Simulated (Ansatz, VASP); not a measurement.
# MgO: VASP beside Ansatz

The input INCAR:

```
  ALGO = Normal
  EDIFF = 1E-6
  ENCUT = 840
  GGA = PE
  GGA_COMPAT = F
  ISIF = 2
  ISMEAR = -1
  LASPH = T
  LCHARG = F
  LREAL = F
  LWAVE = F
  NBANDS = 15
  NELM = 120
  PREC = Accurate
  SIGMA = 0.1
```

The input KPOINTS:

```
k-points
0
Gamma
  7 7 7
```

Contents of POSCAR:

```
MgO
1.0
    0.0000000000      2.1957500000      2.1957500000
    2.1957500000      0.0000000000      2.1957500000
    2.1957500000      2.1957500000      0.0000000000
Mg O
1 1
Direct
    0.0000000000      0.0000000000      0.0000000000
    0.5000000000      0.5000000000      0.5000000000
```

Input for Ansatz:

```yaml
crystal:
  lattice:
    - [0.0, 2.19575, 2.19575]
    - [2.19575, 0.0, 2.19575]
    - [2.19575, 2.19575, 0.0]
  atoms:
    - { symbol: Mg, position: [0.0, 0.0, 0.0] }
    - { symbol: O, position: [0.5, 0.5, 0.5] }
hamiltonian:
  xc: pbe
  pseudopotentials: { kind: paw }
basis:
  ecutwfc: 420
kpoints:
  mp_grid: { grid: [7, 7, 7] }
scf:
  occupations: { method: fermi_dirac, width: 0.1 }
  lower_state_search: "off"
output:
  forces: true
  stress: true
```

Alike in both runs: task single point; functional PBE; k mesh 7 × 7 × 7; occupations fermi-dirac, width 0.1 eV; no spin polarisation.

```csv
,VASP,Ansatz
version,VASP 6.6.1,Ansatz 0.2.0
potentials or method,"VASP PAW PBE potentials, release 64 (Mg_sv, O), cutoff 840 eV","PAW, plane waves, scalar-relativistic"
valence electrons in the cell,16,16
```

|  | VASP | Ansatz | Ansatz less VASP |
| --- | --- | --- | --- |
| pressure (GPa) | -11.8 | -11.7 | +0.10 |
